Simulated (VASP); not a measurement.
# Zr2O (P4_2/nnm) in VASP: single point with PBEsol

Aim: the single point of Zr2O with PBEsol.

Program: VASP 6.6.1. These are calculated values, not measurements. Logs are shortened: lines on timing, memory, paths and dates and some standing lists are left out, and cuts for length are marked.

### 1 The cell of the first run

The structure is tetragonal, space group P4_2/nnm (No. 134). The conventional cell has a = 4.944 Å, b = 4.944 Å, c = 4.872 Å, α = 90.00°, β = 90.00°, γ = 90.00°. Zr (site symmetry 2/m) has 2 O at 2.13 Å within 2.8 Å. Within 2.8 Å of O (site symmetry -42m) lie 4 Zr at 2.13 Å.

### 2 Single point, PBEsol (strain +0.030 along x and y, +0.015 along z)

Input file INCAR:

```
SYSTEM = Zr2O
ALGO = Normal
EDIFF = 1E-6
ENCUT = 520
GGA = PS
ISIF = 2
ISMEAR = 0
LASPH = .True.
LCHARG = .False.
LREAL = .False.
LWAVE = .False.
NBANDS = 39
NELM = 80
PREC = Accurate
SIGMA = 0.15
```

Input file KPOINTS:

```
k-points
0
Gamma
  10 10 10
  0 0 0
```

Input file POSCAR:

```
Zr2O
1.0
    4.9442968303      0.0000000000      0.0000000000
    0.0000000000      4.9442968303      0.0000000000
    0.0000000000      0.0000000000      4.8722925076
Zr O
4 2
Direct
    0.2500000000      0.2500000000      0.7500000000
    0.7500000000      0.2500000000      0.2500000000
    0.2500000000      0.7500000000      0.2500000000
    0.7500000000      0.7500000000      0.7500000000
    0.0000000000      0.0000000000      0.0000000000
    0.5000000000      0.5000000000      0.5000000000
```

Potentials or basis: VASP PAW PBE potentials, release 64 (Zr_sv, O).

The run is started by

```bash
$ cat potpaw_PBE.64/Zr_sv/POTCAR potpaw_PBE.64/O/POTCAR > POTCAR
$ mpirun -np 1 vasp_std > vasp.out
```

OUTCAR:

```text
SYSTEM = Zr2O
   EDIFF = 1E-6
   ENCUT = 520
   GGA = PS
   ISIF = 2
   ISMEAR = 0
   LASPH = .True.
   LREAL = .False.
   NELM = 80
   PREC = Accurate

 ion  position               nearest neighbor table
   1  0.250  0.250  0.750-   5 2.13   6 2.13   2 3.47   3 3.47   2 3.47   3 3.47   3 3.47   3 3.47
                             2 3.47   2 3.47   4 3.50   4 3.50   4 3.50   4 3.50
   2  0.750  0.250  0.250-   5 2.13   6 2.13   1 3.47   4 3.47   1 3.47   4 3.47   4 3.47   4 3.47
                             1 3.47   1 3.47   3 3.50   3 3.50   3 3.50   3 3.50
   3  0.250  0.750  0.250-   5 2.13   6 2.13   1 3.47   4 3.47   1 3.47   4 3.47   1 3.47   1 3.47
                             4 3.47   4 3.47   2 3.50   2 3.50   2 3.50   2 3.50
   4  0.750  0.750  0.750-   5 2.13   6 2.13   2 3.47   3 3.47   2 3.47   3 3.47   2 3.47   2 3.47
                             3 3.47   3 3.47   1 3.50   1 3.50   1 3.50   1 3.50
   5  0.000  0.000  0.000-   1 2.13   2 2.13   3 2.13   4 2.13
   6  0.500  0.500  0.500-   1 2.13   2 2.13   3 2.13   4 2.13

  LATTYP: Found a simple tetragonal cell.
 ALAT       =     4.9442968303
 C/A-ratio  =     0.9854368932

  Lattice vectors:

 A1 = (   4.9442968303,   0.0000000000,   0.0000000000)
 A2 = (   0.0000000000,   4.9442968303,   0.0000000000)
 A3 = (   0.0000000000,   0.0000000000,   4.8722925076)

Analysis of symmetry for initial positions (statically):
=====================================================================
 Subroutine PRICEL returns:
 Original cell was already a primitive cell.

 Routine SETGRP: Setting up the symmetry group for a
 simple tetragonal supercell.

 Subroutine GETGRP returns: Found 16 space group operations
 (whereof  8 operations were pure point group operations)
 out of a pool of 16 trial point group operations.

The static configuration has the point symmetry D_2d.
 The point group associated with its full space group is D_4h.

Analysis of symmetry for dynamics (positions and initial velocities):
=====================================================================
 Subroutine PRICEL returns:
 Original cell was already a primitive cell.

 Routine SETGRP: Setting up the symmetry group for a
 simple tetragonal supercell.

 Subroutine GETGRP returns: Found 16 space group operations
 (whereof  8 operations were pure point group operations)
 out of a pool of 16 trial point group operations.

The dynamic configuration has the point symmetry D_2d.
 The point group associated with its full space group is D_4h.

 Subroutine INISYM returns: Found 16 space group operations
 (whereof  8 operations are pure point group operations),
 and found     1 'primitive' translations

----------------------------------------------------------------------------------------

                                     Primitive cell

  volume of cell :     119.1084

  direct lattice vectors                    reciprocal lattice vectors
     4.944296830  0.000000000  0.000000000     0.202253229  0.000000000  0.000000000
     0.000000000  4.944296830  0.000000000     0.000000000  0.202253229  0.000000000
     0.000000000  0.000000000  4.872292508     0.000000000  0.000000000  0.205242193

  length of vectors
     4.944296830  4.944296830  4.872292508     0.202253229  0.202253229  0.205242193

  position of ions in fractional coordinates (direct lattice)
     0.250000000  0.250000000  0.750000000
     0.750000000  0.250000000  0.250000000
     0.250000000  0.750000000  0.250000000
     0.750000000  0.750000000  0.750000000
     0.000000000  0.000000000  0.000000000
     0.500000000  0.500000000  0.500000000

  ion indices of the primitive-cell ions
   primitive index   ion index
                 1           1
                 2           2
                 3           3
                 4           4
                 5           5
                 6           6

----------------------------------------------------------------------------------------

 KPOINTS: k-points

Automatic generation of k-mesh.
 Grid dimensions read from file:
 generate k-points for:   10   10   10

 Generating k-lattice:

  Cartesian coordinates                     Fractional coordinates (reciprocal lattice)
     0.020225323  0.000000000  0.000000000     0.100000000  0.000000000  0.000000000
     0.000000000  0.020225323  0.000000000     0.000000000  0.100000000  0.000000000
     0.000000000  0.000000000  0.020524219     0.000000000  0.000000000  0.100000000

  Length of vectors
     0.020225323  0.020225323  0.020524219

  Shift w.r.t. Gamma in fractional coordinates (k-lattice)
     0.000000000  0.000000000  0.000000000

 Subroutine IBZKPT returns following result:
 ===========================================

 Found    126 irreducible k-points:

 Following reciprocal coordinates:
            Coordinates               Weight
  0.000000  0.000000  0.000000      1.000000
  0.100000  0.000000  0.000000      4.000000
  0.200000  0.000000  0.000000      4.000000
  0.300000  0.000000  0.000000      4.000000
  0.400000  0.000000  0.000000      4.000000
  0.500000  0.000000  0.000000      2.000000
[... 16 lines left out ...]
  0.100000  0.000000  0.100000      8.000000
  0.200000  0.000000  0.100000      8.000000
 [... further k-points ...]
   k-points           NKPTS =    126   k-points in BZ     NKDIM =    126   number of bands    NBANDS=     39
   number of dos      NEDOS =    301   number of ions     NIONS =      6
   total plane-waves  NPLWV =  57600
   dimension x,y,z NGX =    40 NGY =   40 NGZ =   36
   dimension x,y,z NGXF=    80 NGYF=   80 NGZF=   72
   ions per type =               4   2
   NGX,Y,Z   is equivalent  to a cutoff of  13.45, 13.45, 12.28 a.u.
   NGXF,Y,Z  is equivalent  to a cutoff of  26.90, 26.90, 24.57 a.u.
 SYSTEM =  Zr2O
   PREC   = accura    normal or accurate (medium, high low for compatibility)
   ISTART =      0    job   : 0-new  1-cont  2-samecut
   ICHARG =      2    charge: 1-file 2-atom 10-const
   ISPIN  =      1    spin polarized calculation?
   LNONCOLLINEAR =      F non collinear calculations
   LSORBIT =      F    spin-orbit coupling
   LASPH  =      T    aspherical Exc in radial PAW
   ENCUT  =  520.0 eV  38.22 Ry    6.18 a.u.   9.19  9.19  9.06*2*pi/ulx,y,z
   NELM   =     80;   NELMIN=  2; NELMDL= -5     # of ELM steps
   EDIFF  = 0.1E-05   stopping-criterion for ELM
   LREAL  =      F    real-space projection
   EDIFFG = 0.1E-04   stopping-criterion for IOM
   NSW    =      0    number of steps for IOM
   IBRION =     -1    ionic relax: 0-MD 1-quasi-New 2-CG
   NFREE  =      0    steps in history (QN), initial steepest desc. (CG)
   ISIF   =      2    stress and relaxation
   ISYM   =      2    0-nonsym 1-usesym 2-fastsym
   POTIM  = 0.5000    time-step for ionic-motion
   TEBEG  =    0.0;   TEEND  =   0.0 temperature during run
   PSTRESS=    0.0 pullay stress
   NELECT =      60.0000    total number of electrons
   NUPDOWN=      -1.0000    fix difference up-down
   EMIN   =  10.00;   EMAX   =-10.00  energy-range for DOS
   EFERMI =   0.00;   METHOD = LEGACY
   ISMEAR =     0;   SIGMA  =   0.15  broadening in eV -4-tet -1-fermi 0-gaus
   EFERMI_NEDOS =   21; number of points for ismear=-14 and -15
   IALGO  =     38    algorithm
   IMIX   =      4    mixing-type and parameters
     AMIX     =   0.40;   BMIX     =  1.00
     AMIX_MAG =   1.60;   BMIX_MAG =  1.00
  volume/ion in A,a.u.               =      19.85       133.96
  Fermi-wavevector in a.u.,A,eV,Ry     =   1.302600  2.461557 23.085917  1.696767
  Thomas-Fermi vector in A             =   2.433657
   LORBIT       =      0    0 simple, 1 ext, 2 COOP (PROOUT), +10 PAW based schemes
   GGA     = PS    functional components
   LHFCALC =     F    Hartree Fock is set to
   AEXX    =    0.0000 exact exchange contribution
   IVDW    =     0    specifies the selected vdW correction
   LEPSILON=     F    determine dielectric tensor
   LRPA    =     F    only Hartree local field effects (RPA)
 non-spin polarized calculation
 Gauss-broadening in eV      SIGMA  =   0.15
  energy-cutoff  :      520.00
  volume of cell :      119.11
 maximum number of plane-waves:      3234
 NGX is ok and might be reduce to    40
   NGX = 19   NGY = 19   NGZ = 19

 number of electron      59.9999982 magnetization

 Free energy of the ion-electron system (eV)
  ---------------------------------------------------
  ext. energy  EPLUGINS =         0.00000000
  ---------------------------------------------------
  free energy    TOTEN  =       -56.36669999 eV

  energy without entropy =      -56.25302431  energy(sigma->0) =      -56.30986215

 E-fermi :   7.5530     XC(G=0): -10.7541

 val. band max:        7.5520168840   @ k =   0.2000   0.2000   0.3000
 cond. band min:       7.5539018927   @ k =   0.4000   0.1000   0.4000
 fundamental gap:      0.0018850087
 Fermi energy:         7.5530449511

 k-point     1 :       0.0000    0.0000    0.0000
  band No.  band energies     occupation
      1     -41.7235      2.00000
      2     -41.6473      2.00000
      3     -41.6473      2.00000
      4     -41.6441      2.00000
      5     -20.7816      2.00000
      6     -19.8968      2.00000
[... 31 lines left out ...]
     38      11.0982      0.00000
     39      11.1025      0.00000

 k-point     2 :       0.1000    0.0000    0.0000
  band No.  band energies     occupation
      1     -41.7216      2.00000
      2     -41.6491      2.00000
      3     -41.6472      2.00000
      4     -41.6441      2.00000
      5     -20.7626      2.00000
      6     -19.9209      2.00000
[... 31 lines left out ...]
     38      10.9927      0.00000
     39      11.0113      0.00000

 k-point     3 :       0.2000    0.0000    0.0000
  band No.  band energies     occupation
      1     -41.7162      2.00000
      2     -41.6546      2.00000
      3     -41.6469      2.00000
      4     -41.6443      2.00000
      5     -20.7068      2.00000
      6     -19.9905      2.00000
[... 832 lines left out ...]
 k-point    23 :       0.1000    0.0000    0.1000
  band No.  band energies     occupation
      1     -41.7197      2.00000
      2     -41.6491      2.00000
      3     -41.6472      2.00000
      4     -41.6460      2.00000
      5     -20.7443      2.00000
      6     -19.9377      2.00000
[... 31 lines left out ...]
     38      10.9101      0.00000
     39      10.9232      0.00000

 k-point    24 :       0.2000    0.0000    0.1000
  band No.  band energies     occupation
      1     -41.7144      2.00000
      2     -41.6544      2.00000
      3     -41.6471      2.00000
      4     -41.6461      2.00000
      5     -20.6913      2.00000
      6     -20.0079      2.00000
[... 31 lines left out ...]
     38      10.5801      0.00000
     39      10.5923      0.00000

 [... further k-points ...]

------------------------ aborting loop because EDIFF is reached ----------------------------------------

  FORCE on cell =-STRESS in cart. coord.  units (eV):
  Direction    XX          YY          ZZ          XY          YZ          ZX
  --------------------------------------------------------------------------------------
  -------------------------------------------------------------------------------------
  Total       -6.7960750     -6.7960750     -6.1838670      0.0000000      0.0000000      0.0000000
  in kB      -91.4168645    -91.4168645    -83.1817968      0.0000000      0.0000000      0.0000000
  external PRESSURE =     -88.6718419 kB  Pullay stress =       0.0000000 kB

 VOLUME and BASIS-vectors are now :
 -----------------------------------------------------------------------------
  energy-cutoff  :      520.00
  volume of cell :      119.11
      direct lattice vectors                 reciprocal lattice vectors
     4.944296830  0.000000000  0.000000000     0.202253229  0.000000000  0.000000000
     0.000000000  4.944296830  0.000000000     0.000000000  0.202253229  0.000000000
     0.000000000  0.000000000  4.872292508     0.000000000  0.000000000  0.205242193

 POSITION                                       TOTAL-FORCE (eV/Angst)
 -----------------------------------------------------------------------------------
      1.23607      1.23607      3.65422         0.000000     -0.000000      0.000000
      3.70822      1.23607      1.21807        -0.000000     -0.000000      0.000000
      1.23607      3.70822      1.21807        -0.000000      0.000000      0.000000
      3.70822      3.70822      3.65422        -0.000000      0.000000      0.000000
      0.00000      0.00000      0.00000        -0.000000      0.000000      0.000000
      2.47215      2.47215      2.43615        -0.000000      0.000000      0.000000
 -----------------------------------------------------------------------------------
    total drift:                                0.000000      0.000000      0.000000

  FREE ENERGIE OF THE ION-ELECTRON SYSTEM (eV)
  ---------------------------------------------------
  free  energy   TOTEN  =       -56.3666999861 eV

  energy  without entropy=      -56.2530243106  energy(sigma->0) =      -56.30986215
```

Wall time 8.4 min (1 thread of Intel Xeon Platinum 8488C (Sapphire Rapids), shared host); peak memory 0.52 GiB.

What came out:

* Free energy: -56.3667 eV
* Pressure: -8.9 GPa
* Band gap on the k mesh: zero (bands 30 and 31 overlap by 0.75 eV)

Levels at points of the mesh, in eV from the Fermi level:
| k point | band 28 | band 29 | band 30 | band 31 | band 32 | band 33 |
| --- | --- | --- | --- | --- | --- | --- |
| (0.00, 0.00, 0.00) | -1.56 | -1.56 | -1.51 | 1.59 | 1.70 | 2.10 |
| (0.50, 0.00, 0.00) | -0.62 | -0.26 | -0.26 | -0.17 | -0.17 | 1.05 |
| (0.50, 0.50, 0.00) | -1.39 | 0.04 | 0.04 | 0.13 | 0.13 | 0.79 |
| (0.00, 0.00, 0.50) | -0.63 | -0.23 | -0.23 | -0.14 | -0.14 | 1.14 |
| (0.50, 0.00, 0.50) | -1.39 | 0.02 | 0.02 | 0.16 | 0.16 | 0.79 |
| (0.50, 0.50, 0.50) | 0.11 | 0.24 | 0.49 | 0.59 | 0.59 | 1.31 |

Caveat: the cell differs from its parent crystal (strain +0.030 along x and y, +0.015 along z); the cell stands under tension; the PAW data sets were made with another functional, which shifts forces and pressure a little.
